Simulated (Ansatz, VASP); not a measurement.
**Two plane-wave programs on P**

```
P
1.0
     4.27290    0.00000    0.08012
     0.00000    4.27290    0.00000
     0.08209    0.00000    4.37800
P
1
Direct
  0.00000 0.00000 0.00000
```

Change from the starting cell: strain +0.0375 x Voigt [0, 0, 0, 0, 1, 0], atoms carried along.

Alike in both runs: task single point; functional PBEsol; k mesh 12 × 12 × 12; occupations gaussian, width 0.15 eV; no spin polarisation.

```csv
,VASP,Ansatz
version,VASP 6.6.1,Ansatz 0.2.0
potentials or method,"VASP PAW PBE potentials, release 64 (P), cutoff 500 eV","scalar-relativistic, plane waves, PAW"
valence electrons in the cell,5,5
```

|  | VASP | Ansatz | Ansatz less VASP |
| --- | --- | --- | --- |
| gap on the k mesh at the Fermi level (eV) | none | none | - |
| pressure (GPa) | -3.9 | -3.8 | +0.01 |
| traceless stress, the component that is largest in VASP (GPa) | 0.28 | 0.28 | 0.000 |

VASP's potentials were made for PBE, not for PBEsol. A gap of «none» marks a metal or a gap that the smearing closes. With one functional, cell and mesh, what is left measures potentials, basis and numerics.
